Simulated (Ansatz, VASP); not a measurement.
**CuO: VASP beside Ansatz**

The input INCAR:

```
PREC = Accurate ; ENCUT = 600
EDIFF = 1E-6 ; ISMEAR = -1
SIGMA = 0.05 ; LREAL = F
LASPH = T ; NELM = 150
ALGO = Fast ; ISIF = 3
LWAVE = F ; LCHARG = F
LMAXMIX = 4 ; LDAU = T
LDAUTYPE = 2 ; LDAUL = 2 -1
LDAUU = 4.5 0 ; LDAUJ = 0 0
LDAUPRINT = 1 ; GGA = CA
IBRION = 2 ; NSW = 60
EDIFFG = -0.01
```

Contents of KPOINTS:

```
Automatic mesh
0
Gamma
  9 9 5
```

Contents of POSCAR:

```
CuO
1.0
    1.9909680000     -2.1535500000      0.0000000000
    1.9909680000      2.1535500000      0.0000000000
    0.0000000000      0.0000000000      5.1559280000
Cu O
2 2
Direct
    0.5000000000      0.0000000000      0.0000000000
    0.0000000000      0.5000000000      0.5000000000
    0.5000000000      0.5000000000      0.2500000000
    0.5000000000      0.5000000000      0.7500000000
```

The input input.yaml:

```yaml
crystal:
  lattice:
    - [1.990968, -2.15355, 0.0]
    - [1.990968, 2.15355, 0.0]
    - [0.0, 0.0, 5.155928]
  atoms:
    - { symbol: Cu, position: [0.5, 0.0, 0.0] }
    - { symbol: Cu, position: [0.0, 0.5, 0.5] }
    - { symbol: O, position: [0.5, 0.5, 0.25] }
    - { symbol: O, position: [0.5, 0.5, 0.75] }
hamiltonian:
  xc: lda
  pseudopotentials: { kind: paw }
  hubbard: { sites: [{ species: Cu, l: d, u_eff: 4.5 }] }
kpoints:
  mp_grid: { grid: [9, 9, 5] }
scf:
  occupations: { method: fermi_dirac, width: 0.05 }
output:
  forces: true
  stress: true
  eigenvalues: true
relax:
  f_tol: 0.01
  max_steps: 40
  cell: { stress_tol: 0.05 }
```

Alike in both runs: task relaxation of cell and atoms; functional LDA; k mesh 9 × 9 × 5; occupations fermi-dirac, width 0.05 eV; no spin polarisation; Hubbard terms Cu d U = 4.5 eV.

```csv
,VASP,Ansatz
version,VASP 6.6.1,Ansatz 0.2.0
potentials or method,"VASP PAW LDA potentials, release 64 (Cu, O)",Ansatz PAW
plane-wave cutoff (eV),600,420
valence electrons in the cell,34,50
```

```csv
,VASP,Ansatz,Ansatz less VASP
"gap on the k mesh at the Fermi level, each at its own relaxed structure (eV)",none,none,-
relaxed volume (Å³/atom),10.06,10.40,+0.341
relaxed length of the cell vector where the two differ most in proportion (Å),2.827,2.866,+0.0386
```

LDA's correlation is that of Perdew and Zunger in VASP and of Perdew and Wang (1992) in Ansatz. The programs project onto different local orbitals, so the same U acts differently, and such runs can settle in different states. A gap of «none» marks a metal or a gap that the smearing closes. VASP's potentials hold 34 valence electrons a cell and Ansatz's 50, so a difference there can come from the potentials and not from the codes.

Noted on Ansatz's run: the plane-wave basis is chosen anew once the cell has moved, so the energies of steps on either side of that aren't comparable.
